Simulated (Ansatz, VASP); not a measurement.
**LiCl: VASP beside Ansatz**

Contents of INCAR:

```
SYSTEM = LiCl
  ALGO = Normal
  EDIFF = 1E-7
  ENCUT = 520
  GGA = PE
  ISIF = 2
  ISMEAR = 0
  LASPH = .TRUE.
  LCHARG = .FALSE.
  LREAL = .FALSE.
  LWAVE = .FALSE.
  NBANDS = 30
  NELM = 60
  PREC = Accurate
  SIGMA = 0.1
```

KPOINTS

```
k-points
0
G
  6 6 2
  0 0 0
```

POSCAR

```
LiCl
1.0
    3.5803036200      0.0000000000      0.0000000000
   -1.7901518100      3.1006338900      0.0000000000
    0.0000000000      0.0000000000     11.7977422100
Li Cl
4 4
Direct
    0.3333333300      0.6666666700      0.8750000000
    0.6666666700      0.3333333300      0.1250000000
    0.6666666700      0.3333333300      0.3750000000
    0.3333333300      0.6666666700      0.6250000000
    0.6666666700      0.3333333300      0.7500000000
    0.0000000000      0.0000000000      0.0000000000
    0.3333333300      0.6666666700      0.2500000000
    0.0000000000      0.0000000000      0.5000000000
```

Input for Ansatz:

```yaml
crystal:
  lattice:
    - [3.58030362, 0.0, 0.0]
    - [-1.79015181, 3.10063389, 0.0]
    - [0.0, 0.0, 11.79774221]
  atoms:
    - { symbol: Li, position: [0.33333333, 0.66666667, 0.875] }
    - { symbol: Li, position: [0.66666667, 0.33333333, 0.125] }
    - { symbol: Li, position: [0.66666667, 0.33333333, 0.375] }
    - { symbol: Li, position: [0.33333333, 0.66666667, 0.625] }
    - { symbol: Cl, position: [0.66666667, 0.33333333, 0.75] }
    - { symbol: Cl, position: [0.0, 0.0, 0.0] }
    - { symbol: Cl, position: [0.33333333, 0.66666667, 0.25] }
    - { symbol: Cl, position: [0.0, 0.0, 0.5] }
basis:
  ecutwfc: 420
kpoints:
  mp_grid: { grid: [6, 6, 2] }
hamiltonian:
  xc: pbe
scf:
  occupations: { method: gaussian, width: 0.1 }
  lower_state_search: "off"
output:
  forces: true
  stress: true
  eigenvalues: true
```

Alike in both runs: task single point; functional PBE; k mesh 6 × 6 × 2; occupations gaussian, width 0.1 eV; no spin polarisation.

|  | VASP | Ansatz |
| --- | --- | --- |
| version | VASP 6.6.1 | Ansatz 0.2.0 |
| potentials or method | VASP PAW PBE potentials, release 64 (Li_sv, Cl), cutoff 520 eV | scalar-relativistic, plane waves, PAW |
| valence electrons in the cell | 40 | 40 |

VASP gave:

```
gap on the k mesh at the Fermi level (eV) : 6.51
least direct gap on the mesh (eV)         : 6.51
rms of the force components (eV/Å)        : 0.040
```

Task: What did Ansatz give for the same quantities?

Result: gap on the k mesh at the Fermi level (eV): 6.50; least direct gap on the mesh (eV): 6.50; rms of the force components (eV/Å): 0.040.

Atom by atom the forces differ by 0.000 eV/Å (rms over components). With one functional, cell and mesh, what is left measures potentials, basis and numerics.

Noted on VASP's run: the cutoff is short for stress, so the pressure is rough.
